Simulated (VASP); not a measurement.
# Pb in VASP: a series of runs, part 2 of 2

VASP 6.6.1. Earlier steps stand in the parts before.

### 3 Single point, LDA (volume scaled by 1.06)

INCAR reads:

```
PREC = Accurate
ENCUT = 520
EDIFF = 1E-7
ISMEAR = -1
SIGMA = 0.05
LREAL = F
LASPH = T
NELM = 80
ALGO = Normal
ISIF = 2
LWAVE = F
LCHARG = F
GGA = CA
NBANDS = 21
```

KPOINTS reads:

```
Automatic mesh
0
Gamma
  8 8 8
```

POSCAR reads:

```
Pb
1.0
    0.0000000000      3.5064485529      3.5064485529
    3.5064485529      0.0000000000      3.5064485529
    3.5064485529      3.5064485529      0.0000000000
Pb
2
Direct
    0.0000000000      0.0000000000      0.0000000000
    0.2500000000      0.2500000000      0.2500000000
```

Potentials or basis: VASP PAW LDA potentials, release 64 (Pb_d).

The run is started by

```sh
> cat potpaw_LDA.64/Pb_d/POTCAR > POTCAR
> mpirun -np 1 vasp_std > vasp.out
```

Run time: 27 s. Hardware: 1 thread of Intel Xeon 6975P-C (Granite Rapids), shared host; peak memory 0.2 GiB.

The run converged. Its results:

```yaml
Free_energy: -7.8454 eV
Pressure: -2.3 GPa
Band_gap_on_the_k_mesh: zero (band 14 reaches 3.91 eV, above the bottom of band 15 at 2.85 eV)
```

Levels at points of the mesh, in eV from the Fermi level:
| k point | band 11 | band 12 | band 13 | band 14 | band 15 | band 16 | band 17 | band 18 |
| --- | --- | --- | --- | --- | --- | --- | --- | --- |
| (0.00, 0.00, 0.00) | -10.87 | -4.31 | 0.33 | 0.33 | 0.33 | 2.30 | 2.30 | 2.30 |
| (0.50, 0.00, 0.00) | -9.63 | -7.09 | -1.04 | -0.73 | -0.73 | 3.38 | 3.38 | 5.34 |
| (0.50, 0.50, 0.00) | -8.42 | -8.42 | -1.87 | -1.87 | 0.80 | 0.80 | 6.73 | 6.73 |

Caveat: spin-orbit coupling is left out, which moves the levels of the heavy elements.

### 4 Single point, LDA (equal xx and yy strain of -3 %)

INCAR reads:

```
SYSTEM = Pb
PREC = Accurate
ENCUT = 520
EDIFF = 1E-6
ISMEAR = -1
SIGMA = 0.05
LREAL = .False.
LASPH = .True.
NELM = 100
ALGO = Normal
ISIF = 2
LWAVE = .False.
LCHARG = .True.
LELF = .True.
LVHAR = .True.
NBANDS = 21
```

KPOINTS reads:

```
regular mesh
0
Gamma
  8 8 8
  0 0 0
```

POSCAR reads:

```
Pb
1.0
    0.0000000000      3.3358300538      3.4390000555
    3.3358300538      0.0000000000      3.4390000555
    3.3358300538      3.3358300538      0.0000000000
Pb
2
Direct
    0.0000000000      0.0000000000      0.0000000000
    0.2500000000      0.2500000000      0.2500000000
```

Potentials or basis: VASP PAW LDA potentials, release 64 (Pb_d).

The run is started by

```sh
> cat potpaw_LDA.64/Pb_d/POTCAR > POTCAR
> mpirun -np 1 vasp_std > vasp.out
```

OUTCAR:

```text
SYSTEM = Pb
   PREC = Accurate
   ENCUT = 520
   EDIFF = 1E-6
   ISMEAR = -1
   LREAL = .False.
   LASPH = .True.
   NELM = 100
   ISIF = 2

 ion  position               nearest neighbor table
   1  0.000  0.000  0.000-   2 2.92   2 2.92   2 2.92   2 2.92
   2  0.250  0.250  0.250-   1 2.92   1 2.92   1 2.92   1 2.92

  LATTYP: Found a body centered tetragonal cell.
 ALAT       =     4.7175761039
 C/A-ratio  =     1.4579521262

  Lattice vectors:

 A1 = (  -3.3358300538,   0.0000000000,   3.4390000555)
 A2 = (   3.3358300538,   0.0000000000,   3.4390000555)
 A3 = (   0.0000000000,   3.3358300538,  -3.4390000555)

Analysis of symmetry for initial positions (statically):
=====================================================================
 Subroutine PRICEL returns:
 Original cell was already a primitive cell.

 Routine SETGRP: Setting up the symmetry group for a
 body centered tetragonal supercell.

 Subroutine GETGRP returns: Found 16 space group operations
 (whereof  8 operations were pure point group operations)
 out of a pool of 16 trial point group operations.

The static configuration has the point symmetry D_2d.
[... 154 lines left out ...]
 Free energy of the ion-electron system (eV)
  ---------------------------------------------------
  ext. energy  EPLUGINS =         0.00000000
  ---------------------------------------------------
  free energy    TOTEN  =        -7.87790309 eV

  energy without entropy =       -7.87479847  energy(sigma->0) =       -7.87635078

 E-fermi :   4.6555     XC(G=0):  -9.0259

 val. band max:        4.6488035415   @ k =   0.1250   0.0000   0.0000
 cond. band min:       4.7793851521   @ k =   0.1250   0.0000   0.0000
 fundamental gap:      0.1305816105
 Fermi energy:         4.6555063017

 k-point     1 :       0.0000    0.0000    0.0000
  band No.  band energies     occupation
      1     -12.6715      2.00000
      2     -12.6715      2.00000
      3     -12.6504      2.00000
      4     -12.5797      2.00000
      5     -12.5680      2.00000
      6     -12.0894      2.00000
[... 565 lines left out ...]
     20      12.2645      0.00000
     21      13.1004      0.00000

 [... further k-points ...]
[... 5 lines left out ...]
  --------------------------------------------------------------------------------------
  -------------------------------------------------------------------------------------
  Total        0.7209481      0.7209481      0.5711986      0.0000000      0.0000000      0.0000000
  in kB       15.0919233     15.0919233     11.9571512      0.0000000      0.0000000      0.0000000
  external PRESSURE =      14.0469993 kB  Pullay stress =       0.0000000 kB

 VOLUME and BASIS-vectors are now :
 -----------------------------------------------------------------------------
  energy-cutoff  :      520.00
  volume of cell :       76.54
      direct lattice vectors                 reciprocal lattice vectors
     0.000000000  3.335830054  3.439000056    -0.149887732  0.149887732  0.145391100
     3.335830054  0.000000000  3.439000056     0.149887732 -0.149887732  0.145391100
     3.335830054  3.335830054  0.000000000     0.149887732  0.149887732 -0.145391100

 POSITION                                       TOTAL-FORCE (eV/Angst)
 -----------------------------------------------------------------------------------
      0.00000      0.00000      0.00000         0.000000      0.000000      0.000000
      1.66792      1.66792      1.71950        -0.000000     -0.000000     -0.000000
 -----------------------------------------------------------------------------------
    total drift:                                0.000000      0.000000      0.000000

  FREE ENERGIE OF THE ION-ELECTRON SYSTEM (eV)
  ---------------------------------------------------
  free  energy   TOTEN  =        -7.8779030873 eV

  energy  without entropy=       -7.8747984743  energy(sigma->0) =       -7.87635078
```

Run time: 30 s. Hardware: 1 thread of Intel Xeon 6975P-C (Granite Rapids), shared host; peak memory 0.21 GiB.

Results:

```
Free energy            : -7.8779 eV
Pressure               : 1.4 GPa
Band gap on the k mesh : zero (band 14 reaches 5.13 eV, above the bottom of band 15 at 3.91 eV)
```

Caveat: the cell differs from its parent crystal (equal xx and yy strain of -3 %); spin-orbit coupling is left out, which moves the levels of the heavy elements.

### 5 The runs side by side

```csv
cell,gap on the mesh (eV),pressure (GPa)
"a = 4.927 Å, angles 60.0°, 2 atoms",none,-1.8
"a = 4.959 Å, angles 60.0°, 2 atoms",none,-2.3
"a = 4.791, b = 4.791, c = 4.718 Å, angles 60.5, 60.5, 59.0°, 2 atoms",none,1.4
```

Alike in all rows: task single point; level LDA; potentials or basis VASP PAW LDA potentials, release 64 (Pb_d); no spin polarisation; k mesh 8 × 8 × 8; cutoff (eV) 520; smearing fermi-dirac 0.05 eV.

Caveats: spin-orbit coupling is left out, which moves the levels of the heavy elements.

Total energies depend on the potentials used, so only differences within one code and one set of settings carry meaning.
